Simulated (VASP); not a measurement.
# BN (R3m) in VASP: a series of runs, part 2 of 2

VASP 6.6.1.

### Step 3. Elastic constants, PBEsol

This run uses another cell than the first one, of 6.89 Å³/atom.

Contents of INCAR:

```
  PREC = Accurate
  ENCUT = 600
  EDIFF = 1E-8
  ISMEAR = 0
  SIGMA = 0.01
  LREAL = F
  LASPH = T
  NELM = 60
  ALGO = Normal
  ISIF = 3
  LWAVE = F
  LCHARG = F
  GGA = PS
  NBANDS = 11
  IBRION = 6
  NFREE = 2
  POTIM = 0.015
  NSW = 1
```

Contents of KPOINTS:

```
Automatic mesh
0
Gamma
  12 12 12
```

Contents of POSCAR:

```
BN
1.0
    1.2345583848      0.7127726158      2.6117719362
   -1.2345583848      0.7127726158      2.6117719362
    0.0000000000     -1.4255452315      2.6117719361
B N
1 1
Direct
    1.0021067294      1.0021067294      1.0021067294
    0.3303262706      0.3303262706      0.3303262706
```

Potentials or basis: VASP PAW PBE potentials, release 64 (B, N).

Command:

```sh
cat potpaw_PBE.64/B/POTCAR potpaw_PBE.64/N/POTCAR > POTCAR
mpirun -np 1 vasp_std > vasp.out
```

Wall time 6 min (1 thread of Intel Xeon 6975P-C (Granite Rapids), shared host); peak memory 0.41 GiB.

Results (log left out):

| Quantity | Value |
| --- | --- |
| Voigt bulk modulus | 355 GPa |
| Highest phonon frequency at Γ, LO-TO splitting left out | 1439 cm⁻¹ |

Phonon frequencies in cm⁻¹ (negative: imaginary):
```
              q point          frequencies
(0.000, 0.000, 0.000)  0 0 0 618 1439 1439
```

Elastic tensor in Voigt notation (GPa, in the Cartesian axes of the cell as first typed):
```
1179  304   21   23    0    0
 304 1179   21  -23    0    0
  21   21  145    0    0    0
  23  -23    0   39    0    0
   0    0    0    0   39   23
   0    0    0    0   23  437
```

Clamped-ion elastic tensor (GPa):
```
1246  237   18   28    0    0
 237 1246   18  -28    0    0
  18   18  174    0    0    0
  28  -28    0   40    0    0
   0    0    0    0   40   28
   0    0    0    0   28  504
```

Caveat: the cell is under stress, which shifts elastic constants; the PAW data sets were made with another functional, which shifts forces and pressure a little.

### Step 4. Elastic constants, PBEsol

This run uses another cell than the first one, of 7.52 Å³/atom.

Contents of INCAR:

```
ALGO = Normal ; EDIFF = 1E-8
ENCUT = 600 ; GGA = PS
IBRION = 6 ; ISIF = 3
ISMEAR = 0 ; LASPH = T
LCHARG = F ; LREAL = F
LWAVE = F ; NBANDS = 11
NELM = 80 ; NFREE = 2
NSW = 1 ; POTIM = 0.015
PREC = Accurate ; SIGMA = 0.01
```

Contents of KPOINTS:

```
k-points
0
Gamma
  12 12 12
```

Contents of POSCAR:

```
BN
1.0
    1.2421494031      0.7171552922      2.8146716247
   -1.2421494031      0.7171552922      2.8146716247
    0.0000000000     -1.4343105845      2.8146716247
B N
1 1
Direct
    1.0005644454      1.0005644454      1.0005644454
    0.3318685546      0.3318685546      0.3318685546
```

Command:

```sh
cat potpaw_PBE.64/B/POTCAR potpaw_PBE.64/N/POTCAR > POTCAR
mpirun -np 1 vasp_std > vasp.out
```

Wall time 13 min (1 thread of Intel Xeon 6975P-C (Granite Rapids), shared host); peak memory 0.45 GiB.

The run converged. Its results:

* Voigt bulk modulus: 311 GPa
* Highest phonon frequency at Γ, LO-TO splitting left out: 1407 cm⁻¹

Phonon frequencies in cm⁻¹ (negative: imaginary):
```
              q point          frequencies
(0.000, 0.000, 0.000)  0 0 0 685 1407 1407
```

Elastic tensor in Voigt notation (GPa, in the Cartesian axes of the cell as first typed):
```
1071  265    7   13    0    0
 265 1071    7  -13    0    0
   7    7  102    0    0    0
  13  -13    0   21    0    0
   0    0    0    0   21   13
   0    0    0    0   13  403
```

Clamped-ion elastic tensor (GPa):
```
1125  212    6   14    0    0
 212 1125    6  -14    0    0
   6    6  107    0    0    0
  14  -14    0   21    0    0
   0    0    0    0   21   14
   0    0    0    0   14  457
```

Caveat: the cell is under stress, which shifts elastic constants; the PAW data sets were made with another functional, which shifts forces and pressure a little.

### Step 5. Elastic constants, PBEsol

This run uses another cell than the first one, of 8.10 Å³/atom.

Contents of INCAR:

```
PREC = Accurate
ENCUT = 600
EDIFF = 1E-8
ISMEAR = 0
SIGMA = 0.01
LREAL = F
LASPH = T
NELM = 100
ALGO = Normal
ISIF = 3
LWAVE = F
LCHARG = F
GGA = PS
IBRION = 6
NFREE = 2
POTIM = 0.015
NSW = 1
```

Contents of KPOINTS:

```
Automatic mesh
0
Gamma
  12 12 12
```

Contents of POSCAR:

```
BN
1.0
    1.2471332907      0.7200327411      3.0057928842
   -1.2471332907      0.7200327411      3.0057928842
    0.0000000000     -1.4400654822      3.0057928842
B N
1 1
Direct
    1.0000101048      1.0000101048      1.0000101048
    0.3324228952      0.3324228952      0.3324228952
```

Potentials or basis: VASP PAW PBE potentials, release 64 (B, N).

Command:

```sh
cat potpaw_PBE.64/B/POTCAR potpaw_PBE.64/N/POTCAR > POTCAR
mpirun -np 1 vasp_std > vasp.out
```

OUTCAR:

```text
PREC = Accurate
   ENCUT = 600
   EDIFF = 1E-8
   ISMEAR = 0
   LREAL = F
   LASPH = T
   NELM = 100
   ISIF = 3
   GGA = PS
   IBRION = 6
   NFREE = 2
   POTIM = 0.015
   NSW = 1

 ion  position               nearest neighbor table
   1  0.000  0.000  0.000-   2 1.44   2 1.44   2 1.44
   2  0.332  0.332  0.332-   1 1.44   1 1.44   1 1.44

[... 713 lines left out ...]
             X         Y         Z           dx          dy          dz
      0.000000  0.000000  0.000091    -0.751187   -0.000067   -0.000000
      0.000000  0.000000  2.997583     0.660090    0.000059   -0.000000
[... 21 lines left out ...]
   6 f/i=    0.001272 THz     0.007991 2PiTHz    0.042424 cm-1     0.005260 meV
             X         Y         Z           dx          dy          dz
      0.000000  0.000000  0.000091    -0.000000   -0.000000   -0.660133
      0.000000  0.000000  2.997583    -0.000000   -0.000000   -0.751149

--------------------------------------------------------------------------------------------------------

 ELASTIC MODULI CONTR FROM IONIC RELAXATION (kBar)
 Direction    XX          YY          ZZ          XY          YZ          ZX
 --------------------------------------------------------------------------------
 XX        -452.7974    451.9708      2.2166      0.0000     -4.6677      0.0000
 YY         451.9708   -452.7974      2.2166     -0.0000      4.6677     -0.0000
 ZZ           2.2166      2.2166    -11.8867     -0.0000      0.0000     -0.0000
 XY           0.0000     -0.0000     -0.0000   -452.3841      0.0000     -4.6677
 YZ          -4.6677      4.6677      0.0000      0.0000     -0.0482      0.0000
 ZX           0.0000     -0.0000     -0.0000     -4.6677      0.0000     -0.0482
 --------------------------------------------------------------------------------

 TOTAL ELASTIC MODULI (kBar)
 Direction    XX          YY          ZZ          XY          YZ          ZX
 --------------------------------------------------------------------------------
 XX        9875.3965   2378.2712     20.9464      0.0000     73.4522      0.0000
 YY        2378.2712   9875.3965     20.9464     -0.0000    -73.4522     -0.0000
 ZZ          20.9464     20.9464    606.6630      0.0000      0.0000     -0.0000
 XY           0.0000     -0.0000      0.0000   3748.5626      0.0000     73.4521
 YZ          73.4522    -73.4522      0.0000      0.0000    115.2062      0.0000
 ZX           0.0000     -0.0000     -0.0000     73.4521      0.0000    115.2080
 --------------------------------------------------------------------------------
```

stdout:

```text
POSCAR found type information on POSCAR B N
 POSCAR found :  2 types and       2 ions
 scaLAPACK will be used
 -----------------------------------------------------------------------------
|                                                                             |
|                                                                             |
|     You enforced a specific xc type in the INCAR file but a different       |
|     I HOPE YOU KNOW WHAT YOU ARE DOING!                                     |
[... 40 lines left out ...]
 Finite differences progress:
 bond charge predicted
 Finite differences progress:
 bond charge predicted
 Finite differences progress:
 bond charge predicted
 Finite differences progress:
 bond charge predicted
 Finite differences progress:
 bond charge predicted
 Finite differences progress:
 bond charge predicted
 Finite differences progress:
```

Run time: 11 min. Hardware: 1 thread of Intel Xeon 6975P-C (Granite Rapids), shared host; peak memory 0.39 GiB.

What came out:

| Quantity | Value |
| --- | --- |
| Voigt bulk modulus | 280 GPa |
| Highest phonon frequency at Γ, LO-TO splitting left out | 1385 cm⁻¹ |

Phonon frequencies in cm⁻¹ (negative: imaginary):
```tsv
q point	frequencies
(0.000, 0.000, 0.000)	0 0 0 719 1385 1385
```

Elastic tensor in Voigt notation (GPa, in the Cartesian axes of the cell as first typed):
```
988 238   2   7   0   0
238 988   2  -7   0   0
  2   2  61   0   0   0
  7  -7   0  12   0   0
  0   0   0   0  12   7
  0   0   0   0   7 375
```

Clamped-ion elastic tensor (GPa):
```
1033  193    2    8    0    0
 193 1033    2   -8    0    0
   2    2   62    0    0    0
   8   -8    0   12    0    0
   0    0    0    0   12    8
   0    0    0    0    8  420
```

Caveat: the cell is under stress, which shifts elastic constants; the PAW data sets were made with another functional, which shifts forces and pressure a little.
